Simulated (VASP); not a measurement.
A run of VASP 6.6.1:

File INCAR:

```
SYSTEM = AlCu3
ALGO     = Fast           ! electronic algorithm
EDIFF    = 1E-6           ! SCF threshold, eV
ENCUT    = 520            ! plane-wave cutoff, eV
GGA      = PS             ! functional
ISIF     = 2              ! what is computed and relaxed
ISMEAR   = 0              ! smearing method
LASPH    = .True.         ! aspherical terms in the spheres
LCHARG   = .False.        ! write CHGCAR
LREAL    = .False.        ! projectors in reciprocal space
LWAVE    = .False.        ! write WAVECAR
NBANDS   = 26             ! bands
NELM     = 100            ! most SCF steps
PREC     = Accurate       ! precision mode
SIGMA    = 0.15           ! smearing width, eV
```

Contents of KPOINTS:

```
k-points
0
Gamma
  14 14 14
  0 0 0
```

Contents of POSCAR:

```
AlCu3
1.0
    3.6318704096      0.0000000000      0.0000000000
    0.0000000000      3.6318704096      0.0000000000
    0.0000000000      0.0000000000      3.6318704096
Al Cu
1 3
Direct
    0.0000000000      0.0000000000      0.0929273245
    0.5000000000      0.5000000000      0.0000000000
    0.5000000000      0.0000000000      0.5000000000
    0.0000000000      0.5000000000      0.5000000000
```

Potentials or basis: VASP PAW PBE potentials, release 64 (Al, Cu).

Launch:

```console
$ cat potpaw_PBE.64/Al/POTCAR potpaw_PBE.64/Cu/POTCAR > POTCAR
$ mpirun -np 1 vasp_std > vasp.out
```

Hardware: 1 thread of Intel(R) Xeon(R) Platinum 8259CL CPU @ 2.50GHz (Skylake/Cascade Lake), with other jobs on the host.

Problem. How long does it take, and how much memory?

Solution. Run time: 5.8 min on 1 thread of Intel(R) Xeon(R) Platinum 8259CL CPU @ 2.50GHz (Skylake/Cascade Lake), with other jobs on the host, peak memory 0.38 GiB. Counts: scf iterations 17, k points 288.
